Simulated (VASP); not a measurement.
# Zr2N (P4_2/mnm) in VASP: a series of runs

Zr2N is run at these levels: r2SCAN; tasks: single point.

All numbers are computed with VASP 6.6.1; they aren't measurements. Logs are shortened: lines on timing, memory, paths and dates and some standing lists are left out, and cuts for length are marked.

## (1) The cell of the first run

The structure is tetragonal, space group P4_2/mnm (No. 136). Conventional cell: a = 5.387 Å, b = 5.387 Å, c = 3.285 Å, α = 90.00°, β = 90.00°, γ = 90.00°. Within 3.3 Å of Zr (site symmetry m2m) lie 3 N at 2.26 Å and 11 Zr at 3.10 to 3.29 Å. Within 3.0 Å of N (site symmetry mmm) lie 6 Zr at 2.26 Å.

## (2) Single point, r2SCAN

Input file POSCAR:

```
Zr2N
1.0
    5.3867814243      0.0000000000      0.0000000000
    0.0000000000      5.3867814243      0.0000000000
    0.0000000000      0.0000000000      3.2851521202
Zr N
4 2
Direct
    0.2962374911      0.2962374911      0.0000000000
    0.7037625089      0.7037625089      0.0000000000
    0.7962374911      0.2037625089      0.5000000000
    0.2037625089      0.7962374911      0.5000000000
    0.0000000000      0.0000000000      0.0000000000
    0.5000000000      0.5000000000      0.5000000000
```

Input file INCAR.step1:

```
SYSTEM = Zr2N
  ALGO = Normal
  EDIFF = 1E-4
  ENCUT = 520
  GGA = PE
  ISMEAR = 0
  KPAR = 2
  LASPH = .True.
  LCHARG = .False.
  LREAL = .False.
  LWAVE = .True.
  NBANDS = 38
  NELM = 80
  PREC = Accurate
  SIGMA = 0.1
```

Input file INCAR.step2:

```
SYSTEM = Zr2N
  ALGO = Normal
  EDIFF = 1E-6
  ENCUT = 520
  ISIF = 2
  ISMEAR = 0
  ISTART = 1
  KPAR = 2
  LASPH = .True.
  LCHARG = .False.
  LMIXTAU = .True.
  LREAL = .False.
  LWAVE = .False.
  METAGGA = R2SCAN
  NBANDS = 38
  NELM = 80
  PREC = Accurate
  SIGMA = 0.1
```

Input file KPOINTS:

```
k-points
0
Gamma
  8 8 10
  0 0 0
```

Potentials or basis: VASP PAW PBE potentials, release 64 (Zr_sv, N).

Started as:

```console
cat potpaw_PBE.64/Zr_sv/POTCAR potpaw_PBE.64/N/POTCAR > POTCAR
cp INCAR.step1 INCAR
mpirun -np 2 vasp_std > vasp.out
cp INCAR.step2 INCAR
mpirun -np 2 vasp_std > vasp.out
```

OUTCAR:

```text
SYSTEM = Zr2N
   EDIFF = 1E-6
   ENCUT = 520
   ISIF = 2
   ISMEAR = 0
   ISTART = 1
   LASPH = .True.
   LREAL = .False.
   METAGGA = R2SCAN
   NELM = 80
   PREC = Accurate

 ion  position               nearest neighbor table
   1  0.296  0.296  0.000-   5 2.26   6 2.26   6 2.26   2 3.10   4 3.19   3 3.19   4 3.19   3 3.19
                             4 3.19   4 3.19   3 3.19   3 3.19   2 3.87   2 3.87
   2  0.704  0.704  0.000-   5 2.26   6 2.26   6 2.26   1 3.10   4 3.19   3 3.19   4 3.19   3 3.19
                             3 3.19   3 3.19   4 3.19   4 3.19   1 3.87   1 3.87
   3  0.796  0.204  0.500-   6 2.26   5 2.26   5 2.26   4 3.10   1 3.19   1 3.19   2 3.19   2 3.19
                             2 3.19   2 3.19   1 3.19   1 3.19   4 3.87   4 3.87
   4  0.204  0.796  0.500-   6 2.26   5 2.26   5 2.26   3 3.10   1 3.19   1 3.19   2 3.19   2 3.19
                             1 3.19   1 3.19   2 3.19   2 3.19   3 3.87   3 3.87
   5  0.000  0.000  0.000-   1 2.26   2 2.26   3 2.26   4 2.26   3 2.26   4 2.26
   6  0.500  0.500  0.500-   3 2.26   4 2.26   1 2.26   2 2.26   1 2.26   2 2.26

  LATTYP: Found a simple tetragonal cell.
 ALAT       =     5.3867814243
 C/A-ratio  =     0.6098543567

  Lattice vectors:

 A1 = (   5.3867814243,   0.0000000000,   0.0000000000)
 A2 = (   0.0000000000,   5.3867814243,   0.0000000000)
 A3 = (   0.0000000000,   0.0000000000,   3.2851521202)

Analysis of symmetry for initial positions (statically):
=====================================================================
 Subroutine PRICEL returns:
 Original cell was already a primitive cell.

 Routine SETGRP: Setting up the symmetry group for a
 simple tetragonal supercell.

 Subroutine GETGRP returns: Found 16 space group operations
 (whereof  8 operations were pure point group operations)
 out of a pool of 16 trial point group operations.

The static configuration has the point symmetry D_2h.
 The point group associated with its full space group is D_4h.

Analysis of symmetry for dynamics (positions and initial velocities):
=====================================================================
 Subroutine PRICEL returns:
 Original cell was already a primitive cell.

 Routine SETGRP: Setting up the symmetry group for a
 simple tetragonal supercell.

 Subroutine GETGRP returns: Found 16 space group operations
 (whereof  8 operations were pure point group operations)
 out of a pool of 16 trial point group operations.

The dynamic configuration has the point symmetry D_2h.
 The point group associated with its full space group is D_4h.

 Subroutine INISYM returns: Found 16 space group operations
 (whereof  8 operations are pure point group operations),
 and found     1 'primitive' translations
[... 109 lines left out ...]
   ISIF   =      2    stress and relaxation
   ISYM   =      2    0-nonsym 1-usesym 2-fastsym
   POTIM  = 0.5000    time-step for ionic-motion
   TEBEG  =    0.0;   TEEND  =   0.0 temperature during run
   PSTRESS=    0.0 pullay stress
   NELECT =      58.0000    total number of electrons
   NUPDOWN=      -1.0000    fix difference up-down
   EMIN   =  10.00;   EMAX   =-10.00  energy-range for DOS
   EFERMI =   0.00;   METHOD = LEGACY
   ISMEAR =     0;   SIGMA  =   0.10  broadening in eV -4-tet -1-fermi 0-gaus
   EFERMI_NEDOS =   21; number of points for ismear=-14 and -15
   IALGO  =     38    algorithm
   IMIX   =      4    mixing-type and parameters
     AMIX     =   0.40;   BMIX     =  1.00
     AMIX_MAG =   1.60;   BMIX_MAG =  1.00
  volume/ion in A,a.u.               =      15.89       107.22
  Fermi-wavevector in a.u.,A,eV,Ry     =   1.387222  2.621470 26.182862  1.924386
  Thomas-Fermi vector in A             =   2.511464
   LORBIT       =      0    0 simple, 1 ext, 2 COOP (PROOUT), +10 PAW based schemes
   METAGGA = R2SCAN    functional components
   LHFCALC =     F    Hartree Fock is set to
   AEXX    =    0.0000 exact exchange contribution
   IVDW    =     0    specifies the selected vdW correction
   LEPSILON=     F    determine dielectric tensor
   LRPA    =     F    only Hartree local field effects (RPA)
 non-spin polarized calculation
 Gauss-broadening in eV      SIGMA  =   0.10
  energy-cutoff  :      520.00
  volume of cell :       95.33
 maximum number of plane-waves:      2600
   NGX = 21   NGY = 21   NGZ = 13

 number of electron      58.0000000 magnetization

 Free energy of the ion-electron system (eV)
  ---------------------------------------------------
  ext. energy  EPLUGINS =         0.00000000
  ---------------------------------------------------
  free energy    TOTEN  =      -117.73040713 eV

  energy without entropy =     -117.71975031  energy(sigma->0) =     -117.72507872

 E-fermi :   9.9516     XC(G=0): -12.6351

 val. band max:        9.9378332796   @ k =   0.1250   0.0000   0.2000
 cond. band min:       9.9520806857   @ k =   0.2500   0.2500   0.3000
 fundamental gap:      0.0142474061
 Fermi energy:         9.9515717605

 k-point     1 :       0.0000    0.0000    0.0000
  band No.  band energies     occupation
      1     -40.4803      2.00000
      2     -40.3243      2.00000
      3     -40.3243      2.00000
      4     -40.2595      2.00000
      5     -18.7676      2.00000
      6     -18.1349      2.00000
[... 973 lines left out ...]
     37      13.7113      0.00000
     38      13.7113      0.00000

 [... further k-points ...]

------------------------ aborting loop because EDIFF is reached ----------------------------------------

  FORCE on cell =-STRESS in cart. coord.  units (eV):
  Direction    XX          YY          ZZ          XY          YZ          ZX
  --------------------------------------------------------------------------------------
  -------------------------------------------------------------------------------------
  Total        1.8760836      1.8760836      1.8865977      0.0000000      0.0000000      0.0000000
  in kB       31.5317869     31.5317869     31.7084998      0.0000000      0.0000000      0.0000000
  external PRESSURE =      31.5906912 kB  Pullay stress =       0.0000000 kB

 VOLUME and BASIS-vectors are now :
 -----------------------------------------------------------------------------
  energy-cutoff  :      520.00
  volume of cell :       95.33
      direct lattice vectors                 reciprocal lattice vectors
     5.386781424  0.000000000  0.000000000     0.185639609  0.000000000  0.000000000
     0.000000000  5.386781424  0.000000000     0.000000000  0.185639609  0.000000000
     0.000000000  0.000000000  3.285152120     0.000000000  0.000000000  0.304399907

 POSITION                                       TOTAL-FORCE (eV/Angst)
 -----------------------------------------------------------------------------------
      1.59577      1.59577      0.00000        -0.004385     -0.004385     -0.000000
      3.79101      3.79101      0.00000         0.004385      0.004385      0.000000
      4.28916      1.09762      1.64258        -0.004385      0.004385      0.000000
      1.09762      4.28916      1.64258         0.004385     -0.004385     -0.000000
      0.00000      0.00000      0.00000         0.000000     -0.000000     -0.000000
      2.69339      2.69339      1.64258         0.000000     -0.000000     -0.000000
 -----------------------------------------------------------------------------------
    total drift:                                0.000000     -0.000000     -0.000000

  FREE ENERGIE OF THE ION-ELECTRON SYSTEM (eV)
  ---------------------------------------------------
  free  energy   TOTEN  =      -117.7304071285 eV

  energy  without entropy=     -117.7197503119  energy(sigma->0) =     -117.72507872
```

OUTCAR.step1:

```text
SYSTEM = Zr2N
   EDIFF = 1E-4
   ENCUT = 520
   GGA = PE
   ISMEAR = 0
   LASPH = .True.
   LREAL = .False.
   NELM = 80
[... 1225 lines left out ...]
      1.09762      4.28916      1.64258         0.028757     -0.028757      0.000000
      0.00000      0.00000      0.00000         0.000000      0.000000      0.000000
      2.69339      2.69339      1.64258         0.000000      0.000000      0.000000
 -----------------------------------------------------------------------------------
    total drift:                                0.000000     -0.000000     -0.000000

  FREE ENERGIE OF THE ION-ELECTRON SYSTEM (eV)
  ---------------------------------------------------
  free  energy   TOTEN  =       -58.3009571649 eV

  energy  without entropy=      -58.2880966279  energy(sigma->0) =      -58.29452690
```

OSZICAR.step1:

```text
N       E                     dE             d eps       ncg     rms          rms(c)
DAV:   1     0.579303554541E+03    0.57930E+03   -0.31427E+04  6848   0.155E+03
DAV:   2    -0.120530928400E+02   -0.59136E+03   -0.57454E+03  7782   0.453E+02
DAV:   3    -0.628115531951E+02   -0.50758E+02   -0.49993E+02 10768   0.107E+02
DAV:   4    -0.662086834466E+02   -0.33971E+01   -0.33881E+01 10030   0.250E+01
DAV:   5    -0.663376738908E+02   -0.12899E+00   -0.12896E+00  9416   0.429E+00    0.344E+01
DAV:   6    -0.584642882347E+02    0.78734E+01   -0.46889E+01  8544   0.280E+01    0.148E+01
DAV:   7    -0.583401586760E+02    0.12413E+00   -0.54480E+00  9500   0.800E+00    0.796E+00
DAV:   8    -0.583186308707E+02    0.21528E-01   -0.56415E-01  8102   0.347E+00    0.134E+00
DAV:   9    -0.583034119447E+02    0.15219E-01   -0.22614E-01  9356   0.164E+00    0.704E-01
DAV:  10    -0.583007702698E+02    0.26417E-02   -0.39678E-02  8854   0.916E-01    0.144E-01
DAV:  11    -0.583009953708E+02   -0.22510E-03   -0.12496E-03  8854   0.214E-01    0.363E-02
DAV:  12    -0.583009571649E+02    0.38206E-04   -0.14988E-04  5400   0.586E-02
   1 F= -.58300957E+02 E0= -.58294527E+02  d E =-.128605E-01
```

Wall time 2.9 min (2 MPI ranks of Intel Xeon 6975P-C (Granite Rapids), shared host); peak memory 0.36 GiB.

What came out:

| Quantity | Value |
| --- | --- |
| Free energy | -117.7304 eV |
| Pressure | 3.2 GPa |
| Largest force | 0.006 eV/Å |
| Band gap on the k mesh | zero (bands 29 and 30 overlap by 2.67 eV) |

Forces in eV/Å, atoms in the order of the input:
```
Zr  -0.004 -0.004  0.000
Zr   0.004  0.004  0.000
Zr  -0.004  0.004  0.000
Zr   0.004 -0.004  0.000
N    0.000  0.000  0.000
N    0.000  0.000  0.000
```

Caveat: the cell stands under pressure; the PAW data sets were made with another functional, which shifts forces and pressure a little.

## (3) Single point, r2SCAN

This run uses another cell than the first one, of 16.14 Å³/atom.

Input file POSCAR:

```
Zr2N
1.0
    5.4170524502      0.0000000000      0.0000000000
    0.0000000000      5.4170524502      0.0000000000
    0.0000000000      0.0000000000      3.3004444817
Zr N
4 2
Direct
    0.2965720820      0.2965720820      0.0000000000
    0.7034279180      0.7034279180      0.0000000000
    0.7965720820      0.2034279180      0.5000000000
    0.2034279180      0.7965720820      0.5000000000
    0.0000000000      0.0000000000      0.0000000000
    0.5000000000      0.5000000000      0.5000000000
```

Input file INCAR.step1:

```
SYSTEM = Zr2N
ALGO = Normal
EDIFF = 1E-4
ENCUT = 520
GGA = PE
ISMEAR = 0
KPAR = 2
LASPH = .True.
LCHARG = .False.
LREAL = .False.
LWAVE = .True.
NBANDS = 38
NELM = 60
PREC = Accurate
SIGMA = 0.1
```

Input file INCAR.step2:

```
SYSTEM = Zr2N
ALGO = Normal
EDIFF = 1E-7
ENCUT = 520
ISIF = 2
ISMEAR = 0
ISTART = 1
KPAR = 2
LASPH = .True.
LCHARG = .False.
LMIXTAU = .True.
LREAL = .False.
LWAVE = .False.
METAGGA = R2SCAN
NBANDS = 38
NELM = 60
PREC = Accurate
SIGMA = 0.1
```

KPOINTS is that of step 2.

Potentials or basis: VASP PAW PBE potentials, release 64 (Zr_sv, N).

Started as:

```console
cat potpaw_PBE.64/Zr_sv/POTCAR potpaw_PBE.64/N/POTCAR > POTCAR
cp INCAR.step1 INCAR
mpirun -np 2 vasp_std > vasp.out
cp INCAR.step2 INCAR
mpirun -np 2 vasp_std > vasp.out
```

It took 3.5 min on 2 MPI ranks of Intel Xeon 6975P-C (Granite Rapids), shared host; peak memory 0.38 GiB.

Results (log left out):

| Item | Value |
| --- | --- |
| Free energy | -117.7467 eV |
| Pressure | 0.1 GPa |
| Largest force | 0.006 eV/Å |
| Band gap on the k mesh | zero (bands 29 and 30 overlap by 2.63 eV) |

Forces on the atoms (eV/Å):
```
Zr  -0.004 -0.004  0.000
Zr   0.004  0.004  0.000
Zr  -0.004  0.004  0.000
Zr   0.004 -0.004  0.000
N    0.000  0.000  0.000
N    0.000  0.000  0.000
```

Levels at points of the mesh, in eV from the Fermi level:
| k point | band 26 | band 27 | band 28 | band 29 | band 30 | band 31 | band 32 | band 33 | band 34 | band 35 |
| --- | --- | --- | --- | --- | --- | --- | --- | --- | --- | --- |
| (0.00, 0.00, 0.00) | -2.04 | 0.09 | 0.76 | 0.91 | 1.04 | 1.04 | 1.45 | 1.59 | 1.59 | 2.48 |
| (0.50, 0.00, 0.00) | -2.16 | -1.02 | -1.02 | 1.47 | 1.47 | 1.67 | 1.67 | 1.86 | 1.86 | 3.32 |
| (0.50, 0.50, 0.00) | -1.67 | -1.09 | -1.09 | 0.93 | 0.93 | 1.47 | 1.47 | 1.79 | 1.79 | 2.05 |
| (0.00, 0.00, 0.50) | -1.31 | -1.18 | -1.18 | -1.16 | -1.16 | 2.03 | 2.03 | 3.26 | 3.26 | 3.90 |
| (0.50, 0.00, 0.50) | -1.80 | -0.99 | -0.99 | -0.87 | -0.87 | 1.58 | 1.58 | 3.51 | 3.51 | 3.86 |
| (0.50, 0.50, 0.50) | -1.63 | -0.81 | -0.81 | -0.39 | -0.39 | 1.16 | 1.16 | 2.66 | 2.66 | 4.07 |

Caveat: the PAW data sets were made with another functional, which shifts forces and pressure a little.

(Continued in part 2 of 2.)

The gap in the log of VASP goes by the Fermi energy; the results here count the filled bands.